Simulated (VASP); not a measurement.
# MgO in VASP: a series of runs, part 2 of 2

VASP 6.6.1. Earlier steps stand in the parts before.

## (3) Single point, HSE06 (uniaxial z strain +4.5%)

File POSCAR:

```
MgO
1.0
    0.0000000000      2.2820056624      2.3851523183
    2.2820056624      0.0000000000      2.3851523183
    2.2820056624      2.2820056624      0.0000000000
Mg O
1 1
Direct
    0.0000000000      0.0000000000      0.0000000000
    0.2500000000      0.2500000000      0.2500000000
```

File INCAR.step1:

```
PREC = Accurate ; ENCUT = 520
EDIFF = 1E-5 ; ISMEAR = 0
SIGMA = 0.01 ; LREAL = F
LASPH = T ; NELM = 80
ALGO = Normal ; ISIF = 2
LWAVE = T ; LCHARG = F
GGA = PE ; NBANDS = 11
```

File INCAR.step2:

```
PREC = Accurate ; ENCUT = 520
EDIFF = 1E-6 ; ISMEAR = 0
SIGMA = 0.01 ; LREAL = F
LASPH = T ; NELM = 80
ALGO = Normal ; ISIF = 2
LWAVE = F ; LCHARG = F
GGA = PE ; LHFCALC = T
HFSCREEN = 0.2079 ; PRECFOCK = Normal
ISTART = 1 ; NBANDS = 11
```

File KPOINTS:

```
Automatic mesh
0
Gamma
  6 6 6
```

Potentials or basis: VASP PAW PBE potentials, release 64 (Mg, O).

On the command line:

```bash
$ cat potpaw_PBE.64/Mg/POTCAR potpaw_PBE.64/O/POTCAR > POTCAR
$ cp INCAR.step1 INCAR
$ mpirun -np 1 vasp_std > vasp.out
$ cp INCAR.step2 INCAR
$ mpirun -np 1 vasp_std > vasp.out
```

OUTCAR:

```text
PREC = Accurate
   ENCUT = 520
   EDIFF = 1E-6
   ISMEAR = 0
   LREAL = F
   LASPH = T
   NELM = 80
   ISIF = 2
   GGA = PE
   LHFCALC = T
   HFSCREEN = 0.2079
   PRECFOCK = Normal
   ISTART = 1

 ion  position               nearest neighbor table
   1  0.000  0.000  0.000-   2 2.01   2 2.01   2 2.01   2 2.01
   2  0.250  0.250  0.250-   1 2.01   1 2.01   1 2.01   1 2.01

  LATTYP: Found a body centered tetragonal cell.
 ALAT       =     3.2272433572
 C/A-ratio  =     1.4781360154

  Lattice vectors:

 A1 = (  -2.2820056624,   0.0000000000,   2.3851523183)
 A2 = (   2.2820056624,   0.0000000000,   2.3851523183)
 A3 = (   0.0000000000,   2.2820056624,  -2.3851523183)

Analysis of symmetry for initial positions (statically):
=====================================================================
 Subroutine PRICEL returns:
 Original cell was already a primitive cell.

 Routine SETGRP: Setting up the symmetry group for a
 body centered tetragonal supercell.

 Subroutine GETGRP returns: Found  8 space group operations
 (whereof  8 operations were pure point group operations)
 out of a pool of 16 trial point group operations.

The static configuration has the point symmetry D_2d.

Analysis of symmetry for dynamics (positions and initial velocities):
=====================================================================
 Subroutine PRICEL returns:
 Original cell was already a primitive cell.

 Routine SETGRP: Setting up the symmetry group for a
 body centered tetragonal supercell.

 Subroutine GETGRP returns: Found  8 space group operations
 (whereof  8 operations were pure point group operations)
 out of a pool of 16 trial point group operations.

The dynamic configuration has the point symmetry D_2d.

 Subroutine INISYM returns: Found  8 space group operations
 (whereof  8 operations are pure point group operations),
 and found     1 'primitive' translations
[... 128 lines left out ...]
   HFSCREEN=    0.2079 screening length (either q_TF or 0.3 A-1)
   HFSCREENC=   0.2079 screening length for correlation (either q_TF or 0.3 A-1)
   ENCUTFOCK=  -1.0 apply spherical cutoff to Coloumb kernel
   IVDW    =     0    specifies the selected vdW correction
   LEPSILON=     F    determine dielectric tensor
   LRPA    =     F    only Hartree local field effects (RPA)
 non-spin polarized calculation
 Gauss-broadening in eV      SIGMA  =   0.01
  energy-cutoff  :      520.00
  volume of cell :       24.84
 maximum number of plane-waves:       678
 NGX is ok and might be reduce to    28
  NGX = 20; NGY = 20; NGZ = 20

 number of electron       8.0000000 magnetization

 Free energy of the ion-electron system (eV)
  ---------------------------------------------------
  ext. energy  EPLUGINS =         0.00000000
  ---------------------------------------------------
  free energy    TOTEN  =       -13.91725054 eV

  energy without entropy =      -13.91725054  energy(sigma->0) =      -13.91725054

 E-fermi :  -0.5640     XC(G=0):  -7.8667

 val. band max:       -0.6150250102   @ k =   0.0000   0.0000   0.0000
 cond. band min:       4.3074079658   @ k =   0.0000   0.0000   0.0000
 fundamental gap:      4.9224329760
 Fermi energy:        -0.5640035231

 k-point     1 :       0.0000    0.0000    0.0000
  band No.  band energies     occupation
      1     -17.9052      2.00000
      2      -0.7194      2.00000
      3      -0.6150      2.00000
      4      -0.6150      2.00000
      5       4.3074      0.00000
      6      17.6487      0.00000
      7      17.6487      0.00000
      8      17.6578      0.00000
      9      20.4347      0.00000
     10      20.4589      0.00000
     11      21.7513      0.00000
[... 309 lines left out ...]
 k-point    24 :       0.5000   -0.0000    0.3333
  band No.  band energies     occupation
      1     -17.1101      2.00000
      2      -3.0026      2.00000
      3      -1.7858      2.00000
      4      -1.3702      2.00000
      5       7.8815      0.00000
      6      12.3638      0.00000
      7      14.6356      0.00000
      8      16.9297      0.00000
      9      17.8181      0.00000
     10      24.0981      0.00000
     11      24.9152      0.00000

 [... further k-points ...]

------------------------ aborting loop because EDIFF is reached ----------------------------------------

  FORCE on cell =-STRESS in cart. coord.  units (eV):
  Direction    XX          YY          ZZ          XY          YZ          ZX
  --------------------------------------------------------------------------------------
  -------------------------------------------------------------------------------------
  Total       -0.6940881     -0.6940881     -1.1085849      0.0000000      0.0000000      0.0000000
  in kB      -44.7657265    -44.7657265    -71.4990044      0.0000000      0.0000000      0.0000000
  external PRESSURE =     -53.6768191 kB  Pullay stress =       0.0000000 kB

 VOLUME and BASIS-vectors are now :
 -----------------------------------------------------------------------------
  energy-cutoff  :      520.00
  volume of cell :       24.84
      direct lattice vectors                 reciprocal lattice vectors
     0.000000000  2.282005662  2.385152318    -0.219105504  0.219105504  0.209630218
     2.282005662  0.000000000  2.385152318     0.219105504 -0.219105504  0.209630218
     2.282005662  2.282005662  0.000000000     0.219105504  0.219105504 -0.209630218

 POSITION                                       TOTAL-FORCE (eV/Angst)
 -----------------------------------------------------------------------------------
      0.00000      0.00000      0.00000         0.000000      0.000000      0.000000
      1.14100      1.14100      1.19258        -0.000000     -0.000000     -0.000000
 -----------------------------------------------------------------------------------
    total drift:                                0.000014      0.000014     -0.000047

  FREE ENERGIE OF THE ION-ELECTRON SYSTEM (eV)
  ---------------------------------------------------
  free  energy   TOTEN  =       -13.9172505445 eV

  energy  without entropy=      -13.9172505445  energy(sigma->0) =      -13.91725054
```

It took 25 min on 1 thread of Intel Xeon 8259CL, shared host; peak memory 0.27 GiB.

What came out:

| Property | Result |
| --- | --- |
| Free energy | -13.9173 eV |
| Pressure | -5.4 GPa |
| Band gap on the k mesh | 4.92 eV |

Stress tensor (GPa, compression positive):
```
-4.48  0.00  0.00
 0.00 -4.48  0.00
 0.00  0.00 -7.15
```

Levels at points of the mesh, in eV from the valence-band top:
| k point | band 1 | band 2 | band 3 | band 4 | band 5 | band 6 | band 7 | band 8 | band 9 |
| --- | --- | --- | --- | --- | --- | --- | --- | --- | --- |
| (0.00, 0.00, 0.00) | -17.29 | -0.10 | 0.00 | 0.00 | 4.92 | 18.26 | 18.26 | 18.27 | 21.05 |
| (0.50, 0.00, 0.00) | -16.65 | -3.14 | -0.35 | -0.14 | 10.19 | 11.21 | 15.78 | 16.52 | 20.98 |
| (0.50, 0.50, 0.00) | -16.50 | -2.76 | -0.69 | -0.69 | 7.73 | 13.12 | 15.42 | 18.59 | 18.59 |
| (0.50, 0.00, 0.50) | -16.44 | -2.55 | -0.91 | -0.88 | 7.73 | 13.05 | 15.72 | 17.67 | 18.59 |

Caveat: the cell differs from its parent crystal (uniaxial z strain +4.5%); the cell stands under tension; the PAW data sets were made with another functional, which shifts forces and pressure a little.

## (4) Single point, HSE06 (strain along [111] +1.8%)

File POSCAR:

```
MgO
1.0
    0.0272319342      2.3092375966      2.3092375966
    2.3092375966      0.0272319342      2.3092375966
    2.3092375966      2.3092375966      0.0272319342
Mg O
1 1
Direct
    0.0009799497      0.0009799497      0.0009799497
    0.2490200503      0.2490200503      0.2490200503
```

File INCAR.step1:

```
  PREC = Accurate
  ENCUT = 520
  EDIFF = 1E-5
  ISMEAR = 0
  SIGMA = 0.01
  LREAL = F
  LASPH = T
  NELM = 80
  ALGO = Normal
  ISIF = 2
  LWAVE = T
  GGA = PE
  NBANDS = 11
```

File INCAR.step2:

```
  PREC = Accurate
  ENCUT = 520
  EDIFF = 1E-6
  ISMEAR = 0
  SIGMA = 0.01
  LREAL = F
  LASPH = T
  NELM = 80
  ALGO = Normal
  ISIF = 2
  LWAVE = F
  LCHARG = T
  GGA = PE
  LHFCALC = T
  HFSCREEN = 0.2079
  PRECFOCK = Normal
  LELF = T
  LVHAR = T
  ISTART = 1
  NBANDS = 11
```

File KPOINTS:

```
regular mesh
0
Gamma
  6 6 6
```

Potentials or basis: VASP PAW PBE potentials, release 64 (Mg, O).

On the command line:

```bash
$ cat potpaw_PBE.64/Mg/POTCAR potpaw_PBE.64/O/POTCAR > POTCAR
$ cp INCAR.step1 INCAR
$ mpirun -np 1 vasp_std > vasp.out
$ cp INCAR.step2 INCAR
$ mpirun -np 1 vasp_std > vasp.out
```

OUTCAR:

```text
PREC = Accurate
   ENCUT = 520
   EDIFF = 1E-6
   ISMEAR = 0
   LREAL = F
   LASPH = T
   NELM = 80
   ISIF = 2
   GGA = PE
   LHFCALC = T
   HFSCREEN = 0.2079
   PRECFOCK = Normal
   ISTART = 1

 ion  position               nearest neighbor table
   1  0.001  0.001  0.001-   2 1.99   2 1.99   2 1.99   2 2.00
   2  0.249  0.249  0.249-   1 1.99   1 1.99   1 1.99   1 2.00

  LATTYP: Found a trigonal (rhomboedric) cell.
 ALAT       =     3.2658686644
 COS(alpha) =     0.5117570243

  Lattice vectors:

 A1 = (   0.0272319342,   2.3092375966,   2.3092375966)
 A2 = (   2.3092375966,   0.0272319342,   2.3092375966)
 A3 = (   2.3092375966,   2.3092375966,   0.0272319342)

Analysis of symmetry for initial positions (statically):
=====================================================================
 Subroutine PRICEL returns:
 Original cell was already a primitive cell.

 Routine SETGRP: Setting up the symmetry group for a
 trigonal (rhombohedral) supercell.

 Subroutine GETGRP returns: Found  6 space group operations
 (whereof  6 operations were pure point group operations)
 out of a pool of 12 trial point group operations.

The static configuration has the point symmetry C_3v.

Analysis of symmetry for dynamics (positions and initial velocities):
=====================================================================
 Subroutine PRICEL returns:
 Original cell was already a primitive cell.

 Routine SETGRP: Setting up the symmetry group for a
 trigonal (rhombohedral) supercell.

 Subroutine GETGRP returns: Found  6 space group operations
 (whereof  6 operations were pure point group operations)
 out of a pool of 12 trial point group operations.

The dynamic configuration has the point symmetry C_3v.

 Subroutine INISYM returns: Found  6 space group operations
 (whereof  6 operations are pure point group operations),
 and found     1 'primitive' translations

----------------------------------------------------------------------------------------

[... 127 lines left out ...]
   ENCUTFOCK=  -1.0 apply spherical cutoff to Coloumb kernel
   IVDW    =     0    specifies the selected vdW correction
   LEPSILON=     F    determine dielectric tensor
   LRPA    =     F    only Hartree local field effects (RPA)
 non-spin polarized calculation
 Gauss-broadening in eV      SIGMA  =   0.01
  energy-cutoff  :      520.00
  volume of cell :       24.19
 maximum number of plane-waves:       662
  NGX = 20; NGY = 20; NGZ = 20

 number of electron       8.0000004 magnetization

 Free energy of the ion-electron system (eV)
  ---------------------------------------------------
  ext. energy  EPLUGINS =         0.00000000
  ---------------------------------------------------
  free energy    TOTEN  =       -13.93501186 eV

  energy without entropy =      -13.93501186  energy(sigma->0) =      -13.93501186

 E-fermi :  -0.4249     XC(G=0):  -7.9541

 val. band max:       -0.5034015559   @ k =   0.0000   0.0000   0.0000
 cond. band min:       4.5901552877   @ k =   0.0000   0.0000   0.0000
 fundamental gap:      5.0935568436
 Fermi energy:        -0.4248637391

 k-point     1 :       0.0000    0.0000    0.0000
  band No.  band energies     occupation
      1     -17.8615      2.00000
      2      -0.5956      2.00000
      3      -0.5034      2.00000
      4      -0.5034      2.00000
      5       4.5902      0.00000
      6      17.7409      0.00000
      7      18.2322      0.00000
      8      18.2322      0.00000
      9      21.5950      0.00000
     10      21.6276      0.00000
     11      21.6276      0.00000
[... 309 lines left out ...]
 k-point    24 :      -0.3333    0.5000    0.1667
  band No.  band energies     occupation
      1     -16.9796      2.00000
      2      -2.7713      2.00000
      3      -1.8539      2.00000
      4      -1.5561      2.00000
      5       8.3613      0.00000
      6      12.8402      0.00000
      7      15.3272      0.00000
      8      15.8679      0.00000
      9      19.8779      0.00000
     10      24.1553      0.00000
     11      25.3282      0.00000

 [... further k-points ...]

------------------------ aborting loop because EDIFF is reached ----------------------------------------

  FORCE on cell =-STRESS in cart. coord.  units (eV):
  Direction    XX          YY          ZZ          XY          YZ          ZX
  --------------------------------------------------------------------------------------
  -------------------------------------------------------------------------------------
  Total       -0.3472714     -0.3472714     -0.3472714     -0.1623733     -0.1623733     -0.1623733
  in kB      -22.9982285    -22.9982285    -22.9982285    -10.7532558    -10.7532558    -10.7532558
  external PRESSURE =     -22.9982285 kB  Pullay stress =       0.0000000 kB

 VOLUME and BASIS-vectors are now :
 -----------------------------------------------------------------------------
  energy-cutoff  :      520.00
  volume of cell :       24.19
      direct lattice vectors                 reciprocal lattice vectors
     0.027231934  2.309237597  2.309237597    -0.220389843  0.217821164  0.217821164
     2.309237597  0.027231934  2.309237597     0.217821164 -0.220389843  0.217821164
     2.309237597  2.309237597  0.027231934     0.217821164  0.217821164 -0.220389843

 POSITION                                       TOTAL-FORCE (eV/Angst)
 -----------------------------------------------------------------------------------
      0.00455      0.00455      0.00455        -0.000327     -0.000327     -0.000327
      1.15687      1.15687      1.15687         0.000327      0.000327      0.000327
 -----------------------------------------------------------------------------------
    total drift:                               -0.000236     -0.000236     -0.000236

  FREE ENERGIE OF THE ION-ELECTRON SYSTEM (eV)
  ---------------------------------------------------
  free  energy   TOTEN  =       -13.9350118599 eV

  energy  without entropy=      -13.9350118599  energy(sigma->0) =      -13.93501186
```

Wall time 27 min (1 thread of Intel Xeon 8259CL, shared host); peak memory 0.26 GiB.

What came out:

```yaml
Free_energy: -13.9350 eV
Pressure: -2.3 GPa
Band_gap_on_the_k_mesh: 5.09 eV
```

Stress tensor (GPa, compression positive):
```
-2.30 -1.08 -1.08
-1.08 -2.30 -1.08
-1.08 -1.08 -2.30
```

Levels at points of the mesh, in eV from the valence-band top:
```tsv
k point	band 1	band 2	band 3	band 4	band 5	band 6	band 7	band 8	band 9
(0.00, 0.00, 0.00)	-17.36	-0.09	0.00	0.00	5.09	18.24	18.74	18.74	22.10
(0.50, 0.00, 0.00)	-16.67	-3.19	-0.28	-0.23	10.42	11.44	16.16	16.42	21.42
(0.50, 0.50, 0.00)	-16.48	-2.67	-0.88	-0.79	7.81	13.28	15.98	18.52	18.72
(0.50, 0.50, 0.50)	-16.71	-3.24	-0.19	-0.19	10.44	11.36	16.53	16.53	21.49
```

Caveat: the cell differs from its parent crystal (strain along [111] +1.8%); the PAW data sets were made with another functional, which shifts forces and pressure a little.

## (5) Overview

```csv
level,cell,k mesh,grid for exact exchange (PRECFOCK),share of exact exchange,screening parameter,gap on the mesh (eV),pressure (GPa)
r2SCAN,"a = 3.266 Å, angles 59.2°, 2 atoms, strain along [111] +1.8%",10 × 10 × 10,-,-,-,4.18,-2.7
HSE06,"a = 3.301, b = 3.301, c = 3.227 Å, angles 60.7, 60.7, 58.5°, 2 atoms, uniaxial z strain +4.5%",6 × 6 × 6,Normal,0.25,0.2079 1/Å,4.92,-5.4
HSE06,"a = 3.266 Å, angles 59.2°, 2 atoms, strain along [111] +1.8%",6 × 6 × 6,Normal,0.25,0.2079 1/Å,5.09,-2.3
```

Alike in all rows: task single point; potentials or basis VASP PAW PBE potentials, release 64 (Mg, O); no spin polarisation; cutoff (eV) 520; smearing gaussian 0.01 eV.

Caveats: the PAW data sets were made with another functional, which shifts forces and pressure a little; the cell stands under tension (at least some runs).

Absolute energies hang on the potentials; compare differences alone.
